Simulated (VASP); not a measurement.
# AgWCl3 (Pm-3m) in VASP: single point with r2SCAN

Aim: the single point of AgWCl3 with r2SCAN.

All numbers are computed with VASP 6.6.1; they aren't measurements. Logs are shortened: lines on timing, memory, paths and dates and some standing lists are left out, and cuts for length are marked.

## 1. The cell of the first run

It takes space group Pm-3m (No. 221, cubic). Conventional cell: a = 4.787 Å, b = 4.787 Å, c = 4.787 Å, α = 90.00°, β = 90.00°, γ = 90.00°. Within 4.5 Å of Ag (site symmetry m-3m) lie 12 Cl at 3.39 Å and 8 W at 4.15 Å. Within 3.2 Å of W (site symmetry m-3m) lie 6 Cl at 2.39 Å. Within 3.2 Å of Cl (site symmetry 4/mmm) lie 2 W at 2.39 Å.

## 2. Single point, r2SCAN

File POSCAR:

```
AgWCl3
1.0
    4.7871253232      0.0000000000      0.0000000000
    0.0000000000      4.7871253232      0.0000000000
    0.0000000000      0.0000000000      4.7871253232
Ag W Cl
1 1 3
Direct
    0.0000000000      0.0000000000      0.0000000000
    0.5000000000      0.5000000000      0.5000000000
    0.0000000000      0.5000000000      0.5000000000
    0.5000000000      0.0000000000      0.5000000000
    0.5000000000      0.5000000000      0.0000000000
```

File INCAR.step1:

```
PREC = Accurate
ENCUT = 520
ISMEAR = 0
SIGMA = 0.1
LREAL = False
LASPH = True
NELM = 80
NBANDS = 31
GGA = PE
ALGO = Normal
EDIFF = 1E-4
LWAVE = True
LCHARG = False
```

File INCAR.step2:

```
PREC = Accurate
ENCUT = 520
EDIFF = 1E-6
ISMEAR = 0
SIGMA = 0.1
LREAL = False
LASPH = True
NELM = 80
ALGO = Normal
ISIF = 2
LWAVE = False
LCHARG = False
METAGGA = R2SCAN
LMIXTAU = True
NBANDS = 31
ISTART = 1
```

File KPOINTS:

```
Automatic mesh
0
Gamma
  8 8 8
```

Potentials or basis: VASP PAW PBE potentials, release 64 (Ag, W_sv, Cl).

The run is started by

```sh
> cat potpaw_PBE.64/Ag/POTCAR potpaw_PBE.64/W_sv/POTCAR potpaw_PBE.64/Cl/POTCAR > POTCAR
> cp INCAR.step1 INCAR
> mpirun -np 1 vasp_std > vasp.out
> cp INCAR.step2 INCAR
> mpirun -np 1 vasp_std > vasp.out
```

OUTCAR:

```text
PREC = Accurate
   ENCUT = 520
   EDIFF = 1E-6
   ISMEAR = 0
   LREAL = False
   LASPH = True
   NELM = 80
   ISIF = 2
   METAGGA = R2SCAN
   ISTART = 1

 ion  position               nearest neighbor table
   1  0.000  0.000  0.000-
   2  0.500  0.500  0.500-   3 2.39   4 2.39   5 2.39   5 2.39   4 2.39   3 2.39
   3  0.000  0.500  0.500-   2 2.39   2 2.39
   4  0.500  0.000  0.500-   2 2.39   2 2.39
   5  0.500  0.500  0.000-   2 2.39   2 2.39

  LATTYP: Found a simple cubic cell.
 ALAT       =     4.7871253232

  Lattice vectors:

 A1 = (   4.7871253232,   0.0000000000,   0.0000000000)
 A2 = (   0.0000000000,   4.7871253232,   0.0000000000)
 A3 = (   0.0000000000,   0.0000000000,   4.7871253232)

Analysis of symmetry for initial positions (statically):
=====================================================================
 Subroutine PRICEL returns:
 Original cell was already a primitive cell.

 Routine SETGRP: Setting up the symmetry group for a
 simple cubic supercell.

 Subroutine GETGRP returns: Found 48 space group operations
 (whereof 48 operations were pure point group operations)
 out of a pool of 48 trial point group operations.

The static configuration has the point symmetry O_h .

Analysis of symmetry for dynamics (positions and initial velocities):
=====================================================================
 Subroutine PRICEL returns:
 Original cell was already a primitive cell.

 Routine SETGRP: Setting up the symmetry group for a
 simple cubic supercell.

 Subroutine GETGRP returns: Found 48 space group operations
 (whereof 48 operations were pure point group operations)
 out of a pool of 48 trial point group operations.

The dynamic configuration has the point symmetry O_h .

 Subroutine INISYM returns: Found 48 space group operations
 (whereof 48 operations are pure point group operations),
 and found     1 'primitive' translations

----------------------------------------------------------------------------------------

                                     Primitive cell

  volume of cell :     109.7045

  direct lattice vectors                    reciprocal lattice vectors
     4.787125323  0.000000000  0.000000000     0.208893633  0.000000000  0.000000000
     0.000000000  4.787125323  0.000000000     0.000000000  0.208893633  0.000000000
     0.000000000  0.000000000  4.787125323     0.000000000  0.000000000  0.208893633

  length of vectors
     4.787125323  4.787125323  4.787125323     0.208893633  0.208893633  0.208893633

  position of ions in fractional coordinates (direct lattice)
     0.000000000  0.000000000  0.000000000
     0.500000000  0.500000000  0.500000000
     0.000000000  0.500000000  0.500000000
     0.500000000  0.000000000  0.500000000
     0.500000000  0.500000000  0.000000000

  ion indices of the primitive-cell ions
   primitive index   ion index
                 1           1
                 2           2
                 3           3
                 4           4
                 5           5

----------------------------------------------------------------------------------------

 KPOINTS: Automatic mesh

Automatic generation of k-mesh.
 Grid dimensions read from file:
 generate k-points for:    8    8    8

 Generating k-lattice:

  Cartesian coordinates                     Fractional coordinates (reciprocal lattice)
     0.026111704  0.000000000  0.000000000     0.125000000  0.000000000  0.000000000
     0.000000000  0.026111704  0.000000000     0.000000000  0.125000000  0.000000000
     0.000000000  0.000000000  0.026111704     0.000000000  0.000000000  0.125000000

  Length of vectors
     0.026111704  0.026111704  0.026111704

  Shift w.r.t. Gamma in fractional coordinates (k-lattice)
     0.000000000  0.000000000  0.000000000

 Subroutine IBZKPT returns following result:
 ===========================================

 Found     35 irreducible k-points:

 Following reciprocal coordinates:
            Coordinates               Weight
  0.000000  0.000000  0.000000      1.000000
  0.125000  0.000000  0.000000      6.000000
  0.250000  0.000000  0.000000      6.000000
  0.375000  0.000000  0.000000      6.000000
  0.500000  0.000000  0.000000      3.000000
  0.125000  0.125000  0.000000     12.000000
[... 16 lines left out ...]
  0.375000  0.375000  0.125000     24.000000
  0.500000  0.375000  0.125000     24.000000
 [... further k-points ...]
   k-points           NKPTS =     35   k-points in BZ     NKDIM =     35   number of bands    NBANDS=     31
   number of dos      NEDOS =    301   number of ions     NIONS =      5
   total plane-waves  NPLWV =  46656
   dimension x,y,z NGX =    36 NGY =   36 NGZ =   36
   dimension x,y,z NGXF=    72 NGYF=   72 NGZF=   72
   ions per type =               1   1   3
   NGX,Y,Z   is equivalent  to a cutoff of  12.50, 12.50, 12.50 a.u.
   NGXF,Y,Z  is equivalent  to a cutoff of  25.00, 25.00, 25.00 a.u.
 SYSTEM =  unknown system
   PREC   = accura    normal or accurate (medium, high low for compatibility)
   ISTART =      1    job   : 0-new  1-cont  2-samecut
   ICHARG =      0    charge: 1-file 2-atom 10-const
   ISPIN  =      1    spin polarized calculation?
   LNONCOLLINEAR =      F non collinear calculations
   LSORBIT =      F    spin-orbit coupling
   LASPH  =      T    aspherical Exc in radial PAW
   ENCUT  =  520.0 eV  38.22 Ry    6.18 a.u.   8.90  8.90  8.90*2*pi/ulx,y,z
   NELM   =     80;   NELMIN=  2; NELMDL=  0     # of ELM steps
   EDIFF  = 0.1E-05   stopping-criterion for ELM
   LREAL  =      F    real-space projection
   EDIFFG = 0.1E-04   stopping-criterion for IOM
   NSW    =      0    number of steps for IOM
   IBRION =     -1    ionic relax: 0-MD 1-quasi-New 2-CG
   NFREE  =      0    steps in history (QN), initial steepest desc. (CG)
   ISIF   =      2    stress and relaxation
   ISYM   =      2    0-nonsym 1-usesym 2-fastsym
   POTIM  = 0.5000    time-step for ionic-motion
   TEBEG  =    0.0;   TEEND  =   0.0 temperature during run
   PSTRESS=    0.0 pullay stress
   NELECT =      46.0000    total number of electrons
   NUPDOWN=      -1.0000    fix difference up-down
   EMIN   =  10.00;   EMAX   =-10.00  energy-range for DOS
   EFERMI =   0.00;   METHOD = LEGACY
   ISMEAR =     0;   SIGMA  =   0.10  broadening in eV -4-tet -1-fermi 0-gaus
   EFERMI_NEDOS =   21; number of points for ismear=-14 and -15
   IALGO  =     38    algorithm
   IMIX   =      4    mixing-type and parameters
     AMIX     =   0.40;   BMIX     =  1.00
     AMIX_MAG =   1.60;   BMIX_MAG =  1.00
  volume/ion in A,a.u.               =      21.94       148.06
  Fermi-wavevector in a.u.,A,eV,Ry     =   1.225329  2.315536 20.428205  1.501431
  Thomas-Fermi vector in A             =   2.360371
   LORBIT       =      0    0 simple, 1 ext, 2 COOP (PROOUT), +10 PAW based schemes
   METAGGA = R2SCAN    functional components
   LHFCALC =     F    Hartree Fock is set to
   AEXX    =    0.0000 exact exchange contribution
   IVDW    =     0    specifies the selected vdW correction
   LEPSILON=     F    determine dielectric tensor
   LRPA    =     F    only Hartree local field effects (RPA)
 non-spin polarized calculation
 Gauss-broadening in eV      SIGMA  =   0.10
  energy-cutoff  :      520.00
  volume of cell :      109.70
 maximum number of plane-waves:      3016
 NGX is ok and might be reduce to    36
   NGX = 17   NGY = 17   NGZ = 17

 number of electron      45.9999982 magnetization

 Free energy of the ion-electron system (eV)
  ---------------------------------------------------
  ext. energy  EPLUGINS =         0.00000000
  ---------------------------------------------------
  free energy    TOTEN  =       -90.45950217 eV

  energy without entropy =      -90.43364215  energy(sigma->0) =      -90.44657216

 E-fermi :   5.6417     XC(G=0): -10.3771

 val. band max:        5.6334521666   @ k =   0.3750   0.2500   0.0000
 cond. band min:       5.6649773777   @ k =   0.5000   0.3750   0.2500
 fundamental gap:      0.0315252111
 Fermi energy:         5.6416572038

 k-point     1 :       0.0000    0.0000    0.0000
  band No.  band energies     occupation
      1     -71.1931      2.00000
      2     -34.8466      2.00000
      3     -34.8466      2.00000
      4     -34.8466      2.00000
      5     -13.4235      2.00000
      6     -12.4984      2.00000
[... 23 lines left out ...]
     30      11.4749      0.00000
     31      12.9077      0.00000

 k-point     2 :       0.1250    0.0000    0.0000
  band No.  band energies     occupation
      1     -71.1931      2.00000
      2     -34.8479      2.00000
      3     -34.8466      2.00000
      4     -34.8466      2.00000
      5     -13.3801      2.00000
      6     -12.4967      2.00000
[... 23 lines left out ...]
     30      11.6782      0.00000
     31      12.5473      0.00000

 k-point     3 :       0.2500    0.0000    0.0000
  band No.  band energies     occupation
      1     -71.1931      2.00000
      2     -34.8510      2.00000
      3     -34.8465      2.00000
      4     -34.8465      2.00000
      5     -13.2746      2.00000
      6     -12.4924      2.00000
[... 23 lines left out ...]
     30      11.9361      0.00000
     31      11.9361      0.00000

 k-point     4 :       0.3750    0.0000    0.0000
  band No.  band energies     occupation
      1     -71.1931      2.00000
      2     -34.8540      2.00000
      3     -34.8465      2.00000
      4     -34.8465      2.00000
      5     -13.1692      2.00000
      6     -12.4882      2.00000
[... 635 lines left out ...]
     30      11.1866      0.00000
     31      12.9875      0.00000

 k-point    23 :       0.3750    0.3750    0.1250
  band No.  band energies     occupation
      1     -71.1931      2.00000
      2     -34.8539      2.00000
      3     -34.8539      2.00000
      4     -34.8476      2.00000
      5     -12.8410      2.00000
      6     -12.4201      2.00000
[... 23 lines left out ...]
     30      10.7087      0.00000
     31      12.2206      0.00000

 k-point    24 :       0.5000    0.3750    0.1250
  band No.  band energies     occupation
      1     -71.1931      2.00000
      2     -34.8551      2.00000
      3     -34.8538      2.00000
      4     -34.8476      2.00000
      5     -12.7968      2.00000
      6     -12.4109      2.00000
[... 23 lines left out ...]
     30      10.7351      0.00000
     31      12.6829      0.00000

 [... further k-points ...]

------------------------ aborting loop because EDIFF is reached ----------------------------------------

  FORCE on cell =-STRESS in cart. coord.  units (eV):
  Direction    XX          YY          ZZ          XY          YZ          ZX
  --------------------------------------------------------------------------------------
  -------------------------------------------------------------------------------------
  Total        0.1335102      0.1335102      0.1335102      0.0000000     -0.0000000      0.0000000
  in kB        1.9498472      1.9498472      1.9498472      0.0000000     -0.0000000      0.0000000
  external PRESSURE =       1.9498472 kB  Pullay stress =       0.0000000 kB

 VOLUME and BASIS-vectors are now :
 -----------------------------------------------------------------------------
  energy-cutoff  :      520.00
  volume of cell :      109.70
      direct lattice vectors                 reciprocal lattice vectors
     4.787125323  0.000000000  0.000000000     0.208893633  0.000000000  0.000000000
     0.000000000  4.787125323  0.000000000     0.000000000  0.208893633  0.000000000
     0.000000000  0.000000000  4.787125323     0.000000000  0.000000000  0.208893633

 POSITION                                       TOTAL-FORCE (eV/Angst)
 -----------------------------------------------------------------------------------
      0.00000      0.00000      0.00000         0.000000      0.000000      0.000000
      2.39356      2.39356      2.39356         0.000000      0.000000      0.000000
      0.00000      2.39356      2.39356         0.000000      0.000000      0.000000
      2.39356      0.00000      2.39356         0.000000      0.000000      0.000000
      2.39356      2.39356      0.00000         0.000000      0.000000      0.000000
 -----------------------------------------------------------------------------------
    total drift:                                0.000000      0.000000      0.000000

  FREE ENERGIE OF THE ION-ELECTRON SYSTEM (eV)
  ---------------------------------------------------
  free  energy   TOTEN  =       -90.4595021744 eV

  energy  without entropy=      -90.4336421533  energy(sigma->0) =      -90.44657216
```

It took 13 min on 1 thread of AMD EPYC 7R43 (Zen 3), shared host; peak memory 0.25 GiB.

Results:

```
Free energy            : -90.4595 eV
Pressure               : 0.2 GPa
Band gap on the k mesh : zero (bands 23 and 24 overlap by 2.72 eV)
```

Levels at points of the mesh, in eV from the Fermi level:
| k point | band 19 | band 20 | band 21 | band 22 | band 23 | band 24 | band 25 | band 26 | band 27 | band 28 |
| --- | --- | --- | --- | --- | --- | --- | --- | --- | --- | --- |
| (0.00, 0.00, 0.00) | -4.32 | -4.32 | -4.32 | -1.78 | -1.78 | -1.78 | -0.96 | 0.34 | 0.34 | 2.50 |
| (0.50, 0.00, 0.00) | -3.87 | -3.82 | -3.82 | -1.79 | 0.10 | 0.10 | 0.34 | 0.96 | 1.38 | 2.98 |
| (0.50, 0.50, 0.00) | -3.96 | -3.96 | -3.73 | 0.13 | 0.13 | 0.47 | 0.78 | 1.46 | 4.18 | 4.57 |
| (0.50, 0.50, 0.50) | -4.06 | -4.06 | -4.06 | -0.54 | 0.95 | 0.95 | 0.95 | 5.44 | 5.44 | 5.44 |

Caveat: the PAW data sets were made with another functional, which shifts forces and pressure a little; spin-orbit coupling is left out, which moves the levels of the heavy elements.
